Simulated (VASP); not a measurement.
# NbSnTe4 (P-6m2) in VASP: a series of runs

Runs on NbSnTe4. Level: PBE. Tasks: single point, relaxation of cell and atoms.

Program: VASP 6.6.1. These are calculated values, not measurements. Logs are shortened: lines on timing, memory, paths and dates and some standing lists are left out, and cuts for length are marked.

**1. The cell of the first run**

It takes space group P-6m2 (No. 187, hexagonal). Conventional cell: a = 6.407 Å, b = 6.407 Å, c = 4.943 Å, α = 90.00°, β = 90.00°, γ = 120.00°. Within 4.0 Å of Nb (site symmetry -6m2) lie 9 Te at 3.03 to 3.70 Å and 3 Sn at 3.70 Å. Sn (site symmetry -6m2) has 3 Nb at 3.70 Å and 15 Te at 3.70 to 4.05 Å within 4.9 Å. Within 4.1 Å of Te (site symmetry -6m2) lie 6 Te at 3.15 Å and 3 Sn at 3.70 Å and 3 Nb at 3.70 Å. Within 4.0 Å of Te (site symmetry mm2) lie 2 Nb at 3.03 Å and 6 Te at 3.03 to 3.37 Å.

**2. Single point, PBE**

INCAR reads:

```
SYSTEM = NbSnTe4
ALGO = Normal ; EDIFF = 1E-6
ENCUT = 520 ; GGA = PE
ISIF = 2 ; ISMEAR = 0
LASPH = .True. ; LCHARG = .False.
LREAL = .False. ; LWAVE = .False.
NBANDS = 34 ; NELM = 60
PREC = Accurate ; SIGMA = 0.1
```

KPOINTS reads:

```
k-points
0
Gamma
  3 3 4
  0 0 0
```

POSCAR reads:

```
NbSnTe4
1.0
    6.4071175126      0.0000000000      0.0000000000
   -3.2035587563      5.5487265310      0.0000000000
    0.0000000000      0.0000000000      4.9430073371
Nb Sn Te
1 1 4
Direct
    0.0000000000      0.0000000000      0.0000000000
    0.6666666667      0.3333333333      0.0000000000
    0.3333333333      0.6666666667      0.0000000000
    0.6844737773      0.8422368887      0.5000000000
    0.1577631113      0.8422368887      0.5000000000
    0.1577631113      0.3155262227      0.5000000000
```

Potentials or basis: VASP PAW PBE potentials, release 64 (Nb_sv, Sn_d, Te).

On the command line:

```
$ cat potpaw_PBE.64/Nb_sv/POTCAR potpaw_PBE.64/Sn_d/POTCAR potpaw_PBE.64/Te/POTCAR > POTCAR
$ mpirun -np 1 vasp_std > vasp.out
```

OUTCAR:

```text
SYSTEM = NbSnTe4
   EDIFF = 1E-6
   ENCUT = 520
   GGA = PE
   ISIF = 2
   ISMEAR = 0
   LASPH = .True.
   LREAL = .False.
   NELM = 60
   PREC = Accurate

 ion  position               nearest neighbor table
   1  0.000  0.000  0.000-   5 3.03   5 3.03   4 3.03   4 3.03   6 3.03   6 3.03
   2  0.667  0.333  0.000-   3 3.70   3 3.70   3 3.70
   3  0.333  0.667  0.000-   5 3.15   5 3.15   4 3.15   4 3.15   6 3.15   6 3.15   2 3.70   2 3.70
                             2 3.70
   4  0.684  0.842  0.500-   1 3.03   1 3.03   5 3.03   6 3.03   3 3.15   3 3.15   5 3.37   6 3.37

   5  0.158  0.842  0.500-   1 3.03   1 3.03   4 3.03   6 3.03   3 3.15   3 3.15   4 3.37   6 3.37

   6  0.158  0.316  0.500-   1 3.03   1 3.03   5 3.03   4 3.03   3 3.15   3 3.15   4 3.37   5 3.37

  LATTYP: Found a hexagonal cell.
 ALAT       =     6.4071175126
 C/A-ratio  =     0.7714869171

  Lattice vectors:

 A1 = (   6.4071175126,   0.0000000000,   0.0000000000)
 A2 = (  -3.2035587563,   5.5487265310,   0.0000000000)
 A3 = (   0.0000000000,   0.0000000000,   4.9430073371)

Analysis of symmetry for initial positions (statically):
=====================================================================
 Subroutine PRICEL returns:
 Original cell was already a primitive cell.

 Routine SETGRP: Setting up the symmetry group for a
 hexagonal supercell.

 Subroutine GETGRP returns: Found 12 space group operations
 (whereof 12 operations were pure point group operations)
 out of a pool of 24 trial point group operations.

The static configuration has the point symmetry D_3h.

Analysis of symmetry for dynamics (positions and initial velocities):
=====================================================================
 Subroutine PRICEL returns:
 Original cell was already a primitive cell.

 Routine SETGRP: Setting up the symmetry group for a
 hexagonal supercell.

 Subroutine GETGRP returns: Found 12 space group operations
 (whereof 12 operations were pure point group operations)
 out of a pool of 24 trial point group operations.

The dynamic configuration has the point symmetry D_3h.

 Subroutine INISYM returns: Found 12 space group operations
 (whereof 12 operations are pure point group operations),
 and found     1 'primitive' translations

----------------------------------------------------------------------------------------

                                     Primitive cell

  volume of cell :     175.7305

  direct lattice vectors                    reciprocal lattice vectors
     6.407117513  0.000000000  0.000000000     0.156076426  0.090110766  0.000000000
    -3.203558756  5.548726531  0.000000000     0.000000000  0.180221533  0.000000000
     0.000000000  0.000000000  4.943007337     0.000000000  0.000000000  0.202305991

  length of vectors
     6.407117513  6.407117513  4.943007337     0.180221533  0.180221533  0.202305991

  position of ions in fractional coordinates (direct lattice)
     0.000000000  0.000000000  0.000000000
     0.666666667  0.333333333  0.000000000
     0.333333333  0.666666667  0.000000000
     0.684473777  0.842236889  0.500000000
     0.157763111  0.842236889  0.500000000
     0.157763111  0.315526223  0.500000000

  ion indices of the primitive-cell ions
   primitive index   ion index
                 1           1
                 2           2
                 3           3
                 4           4
                 5           5
                 6           6

----------------------------------------------------------------------------------------

 KPOINTS: k-points

Automatic generation of k-mesh.
 Grid dimensions read from file:
 generate k-points for:    3    3    4

 Generating k-lattice:

  Cartesian coordinates                     Fractional coordinates (reciprocal lattice)
     0.052025475  0.030036922  0.000000000     0.333333333  0.000000000  0.000000000
     0.000000000  0.060073844  0.000000000     0.000000000  0.333333333  0.000000000
     0.000000000  0.000000000  0.050576498     0.000000000  0.000000000  0.250000000

  Length of vectors
     0.060073844  0.060073844  0.050576498

  Shift w.r.t. Gamma in fractional coordinates (k-lattice)
     0.000000000  0.000000000  0.000000000

 Subroutine IBZKPT returns following result:
 ===========================================

 Found      9 irreducible k-points:

 Following reciprocal coordinates:
            Coordinates               Weight
  0.000000  0.000000  0.000000      1.000000
  0.333333  0.000000  0.000000      6.000000
  0.333333  0.333333  0.000000      2.000000
  0.000000  0.000000  0.250000      2.000000
  0.333333  0.000000  0.250000     12.000000
  0.333333  0.333333  0.250000      4.000000
  0.000000  0.000000  0.500000      1.000000
  0.333333  0.000000  0.500000      6.000000
  0.333333  0.333333  0.500000      2.000000
   k-points           NKPTS =      9   k-points in BZ     NKDIM =      9   number of bands    NBANDS=     34
   number of dos      NEDOS =    301   number of ions     NIONS =      6
   total plane-waves  NPLWV =  92160
   dimension x,y,z NGX =    48 NGY =   48 NGZ =   40
   dimension x,y,z NGXF=    96 NGYF=   96 NGZF=   80
   ions per type =               1   1   4
   NGX,Y,Z   is equivalent  to a cutoff of  12.45, 12.45, 13.45 a.u.
   NGXF,Y,Z  is equivalent  to a cutoff of  24.91, 24.91, 26.91 a.u.
 SYSTEM =  NbSnTe4
   PREC   = accura    normal or accurate (medium, high low for compatibility)
   ISTART =      0    job   : 0-new  1-cont  2-samecut
   ICHARG =      2    charge: 1-file 2-atom 10-const
   ISPIN  =      1    spin polarized calculation?
   LNONCOLLINEAR =      F non collinear calculations
   LSORBIT =      F    spin-orbit coupling
   LASPH  =      T    aspherical Exc in radial PAW
   ENCUT  =  520.0 eV  38.22 Ry    6.18 a.u.  11.91 11.91  9.19*2*pi/ulx,y,z
   NELM   =     60;   NELMIN=  2; NELMDL= -5     # of ELM steps
   EDIFF  = 0.1E-05   stopping-criterion for ELM
   LREAL  =      F    real-space projection
   EDIFFG = 0.1E-04   stopping-criterion for IOM
   NSW    =      0    number of steps for IOM
   IBRION =     -1    ionic relax: 0-MD 1-quasi-New 2-CG
   NFREE  =      0    steps in history (QN), initial steepest desc. (CG)
   ISIF   =      2    stress and relaxation
   ISYM   =      2    0-nonsym 1-usesym 2-fastsym
   POTIM  = 0.5000    time-step for ionic-motion
   TEBEG  =    0.0;   TEEND  =   0.0 temperature during run
   PSTRESS=    0.0 pullay stress
   NELECT =      51.0000    total number of electrons
   NUPDOWN=      -1.0000    fix difference up-down
   EMIN   =  10.00;   EMAX   =-10.00  energy-range for DOS
   EFERMI =   0.00;   METHOD = LEGACY
   ISMEAR =     0;   SIGMA  =   0.10  broadening in eV -4-tet -1-fermi 0-gaus
   EFERMI_NEDOS =   21; number of points for ismear=-14 and -15
   IALGO  =     38    algorithm
   IMIX   =      4    mixing-type and parameters
     AMIX     =   0.40;   BMIX     =  1.00
     AMIX_MAG =   1.60;   BMIX_MAG =  1.00
  volume/ion in A,a.u.               =      29.29       197.65
  Fermi-wavevector in a.u.,A,eV,Ry     =   1.083883  2.048242 15.984161  1.174803
  Thomas-Fermi vector in A             =   2.219960
   LORBIT       =      0    0 simple, 1 ext, 2 COOP (PROOUT), +10 PAW based schemes
   GGA     = PE    functional components
   LHFCALC =     F    Hartree Fock is set to
   AEXX    =    0.0000 exact exchange contribution
   IVDW    =     0    specifies the selected vdW correction
   LEPSILON=     F    determine dielectric tensor
   LRPA    =     F    only Hartree local field effects (RPA)
 non-spin polarized calculation
 Gauss-broadening in eV      SIGMA  =   0.10
  energy-cutoff  :      520.00
  volume of cell :      175.73
 maximum number of plane-waves:      4776
 NGX is ok and might be reduce to    48
   NGX = 23   NGY = 23   NGZ = 19

 number of electron      50.9999989 magnetization

 Free energy of the ion-electron system (eV)
  ---------------------------------------------------
  ext. energy  EPLUGINS =         0.00000000
  ---------------------------------------------------
  free energy    TOTEN  =       -23.61819029 eV

  energy without entropy =      -23.54095062  energy(sigma->0) =      -23.57957045

 E-fermi :   7.5372     XC(G=0):  -9.8494

 val. band max:        7.5318559557   @ k =   0.0000   0.0000   0.0000
 cond. band min:       7.5432150424   @ k =   0.3333   0.0000   0.2500
 fundamental gap:      0.0113590866
 Fermi energy:         7.5372276344

 k-point     1 :       0.0000    0.0000    0.0000
  band No.  band energies     occupation
      1     -48.1327      2.00000
      2     -24.1744      2.00000
      3     -24.1744      2.00000
      4     -24.1670      2.00000
      5     -14.4670      2.00000
      6     -14.4415      2.00000
[... 26 lines left out ...]
     33      10.0120      0.00000
     34      10.0557      0.00000

 k-point     2 :       0.3333    0.0000    0.0000
  band No.  band energies     occupation
      1     -48.1327      2.00000
      2     -24.1745      2.00000
      3     -24.1744      2.00000
      4     -24.1670      2.00000
      5     -14.4669      2.00000
      6     -14.4415      2.00000
[... 26 lines left out ...]
     33      10.2149      0.00000
     34      10.4601      0.00000

 k-point     3 :       0.3333    0.3333    0.0000
  band No.  band energies     occupation
      1     -48.1327      2.00000
      2     -24.1745      2.00000
      3     -24.1745      2.00000
      4     -24.1670      2.00000
      5     -14.4669      2.00000
      6     -14.4415      2.00000
[... 26 lines left out ...]
     33       9.9066      0.00000
     34      10.9010      0.00000
[... 149 lines left out ...]
 k-point     8 :       0.3333    0.0000    0.5000
  band No.  band energies     occupation
      1     -48.1326      2.00000
      2     -24.1743      2.00000
      3     -24.1738      2.00000
      4     -24.1737      2.00000
      5     -14.4651      2.00000
      6     -14.4421      2.00000
[... 26 lines left out ...]
     33       9.9600      0.00000
     34      10.0824      0.00000

 k-point     9 :       0.3333    0.3333    0.5000
  band No.  band energies     occupation
      1     -48.1326      2.00000
      2     -24.1743      2.00000
      3     -24.1738      2.00000
      4     -24.1738      2.00000
      5     -14.4650      2.00000
      6     -14.4421      2.00000
[... 26 lines left out ...]
     33       9.4590      0.00000
     34      10.0733      0.00000

------------------------ aborting loop because EDIFF is reached ----------------------------------------

  FORCE on cell =-STRESS in cart. coord.  units (eV):
  Direction    XX          YY          ZZ          XY          YZ          ZX
  --------------------------------------------------------------------------------------
  -------------------------------------------------------------------------------------
  Total       -0.3430056     -0.3430056     -0.0512944      0.0000000      0.0000000      0.0000000
  in kB       -3.1272639     -3.1272639     -0.4676633      0.0000000      0.0000000      0.0000000
  external PRESSURE =      -2.2407304 kB  Pullay stress =       0.0000000 kB

 VOLUME and BASIS-vectors are now :
 -----------------------------------------------------------------------------
  energy-cutoff  :      520.00
  volume of cell :      175.73
      direct lattice vectors                 reciprocal lattice vectors
     6.407117513  0.000000000  0.000000000     0.156076426  0.090110766  0.000000000
    -3.203558756  5.548726531  0.000000000     0.000000000  0.180221533  0.000000000
     0.000000000  0.000000000  4.943007337     0.000000000  0.000000000  0.202305991

 POSITION                                       TOTAL-FORCE (eV/Angst)
 -----------------------------------------------------------------------------------
      0.00000      0.00000      0.00000        -0.000000      0.000000     -0.000000
      3.20356      1.84958      0.00000        -0.000000      0.000000     -0.000000
     -0.00000      3.69915      0.00000        -0.000000      0.000000     -0.000000
      1.68735      4.67334      2.47150         0.003023      0.001745      0.000000
     -1.68735      4.67334      2.47150        -0.003023      0.001745      0.000000
     -0.00000      1.75077      2.47150        -0.000000     -0.003491     -0.000000
 -----------------------------------------------------------------------------------
    total drift:                                0.000000     -0.000000      0.000000

  FREE ENERGIE OF THE ION-ELECTRON SYSTEM (eV)
  ---------------------------------------------------
  free  energy   TOTEN  =       -23.6181902920 eV

  energy  without entropy=      -23.5409506164  energy(sigma->0) =      -23.57957045
```

Wall time 60 s (1 thread of Intel Xeon Platinum 8259CL at 2.50GHz (Skylake/Cascade Lake), shared host); peak memory 0.31 GiB.

What came out:

| Item | Value |
| --- | --- |
| Free energy | -23.6182 eV |
| Pressure | -0.2 GPa |
| Largest force | 0.003 eV/Å |

Forces on the atoms (eV/Å):
```
Nb   0.000  0.000  0.000
Sn   0.000  0.000  0.000
Te   0.000  0.000  0.000
Te   0.003  0.002  0.000
Te  -0.003  0.002  0.000
Te   0.000 -0.003  0.000
```

Caveat: the k points lie up to 0.38 Å⁻¹ apart; spin-orbit coupling is left out, which moves the levels of the heavy elements.

**3. Single point, PBE**

This run uses another cell than the first one, of 31.47 Å³/atom, 1.074 times its volume.

INCAR reads:

```
SYSTEM = NbSnTe4
  PREC = Accurate
  ENCUT = 520
  EDIFF = 1E-6
  ISMEAR = 0
  SIGMA = 0.1
  LREAL = .False.
  LASPH = .True.
  NELM = 100
  ALGO = Normal
  ISIF = 2
  LWAVE = .False.
  LCHARG = .False.
  GGA = PE
  NBANDS = 34
```

KPOINTS reads:

```
Automatic mesh
0
Gamma
  3 3 4
  0 0 0
```

POSCAR reads:

```
NbSnTe4
1.0
    6.5846349800      0.0000000000      0.0000000000
   -3.2923174900      5.7024611700      0.0000000000
    0.0000000000      0.0000000000      5.0284179000
Nb Sn Te
1 1 4
Direct
    0.0000000000      0.0000000000      0.0000000000
    0.6666666700      0.3333333300      0.0000000000
    0.3333333300      0.6666666700      0.0000000000
    0.6626386400      0.8313193200      0.5000000000
    0.1686806800      0.8313193200      0.5000000000
    0.1686806800      0.3373613600      0.5000000000
```

Potentials or basis: VASP PAW PBE potentials, release 64 (Nb_sv, Sn_d, Te).

On the command line:

```
$ cat potpaw_PBE.64/Nb_sv/POTCAR potpaw_PBE.64/Sn_d/POTCAR potpaw_PBE.64/Te/POTCAR > POTCAR
$ mpirun -np 1 vasp_std > vasp.out
```

Run time: 79 s. Hardware: 1 thread of Intel Xeon Platinum 8259CL at 2.50GHz (Skylake/Cascade Lake), shared host; peak memory 0.32 GiB.

It converged, with:

* Free energy: -23.1005 eV
* Pressure: -3.6 GPa
* Largest force: 1.654 eV/Å

Forces on the atoms (eV/Å):
```
Nb   0.000  0.000  0.000
Sn   0.000  0.000  0.000
Te   0.000  0.000  0.000
Te   1.433  0.827  0.000
Te  -1.433  0.827  0.000
Te   0.000 -1.654  0.000
```

Stress tensor (GPa, compression positive):
```
-4.16  0.00  0.00
 0.00 -4.16  0.00
 0.00  0.00 -2.55
```

Levels at points of the mesh, in eV from the Fermi level:
| k point | band 23 | band 24 | band 25 | band 26 | band 27 | band 28 |
| --- | --- | --- | --- | --- | --- | --- |
| (0.00, 0.00, 0.00) | -0.29 | -0.29 | -0.25 | 0.01 | 0.99 | 1.27 |
| (0.00, 0.00, 0.50) | -0.70 | 0.15 | 0.22 | 0.22 | 0.41 | 0.56 |

Caveat: the k points lie up to 0.37 Å⁻¹ apart; spin-orbit coupling is left out, which moves the levels of the heavy elements; forces of over 1 eV/Å act on the atoms, so gaps and moduli don't describe the material at rest.

(Part 1 of 2 ends here.)
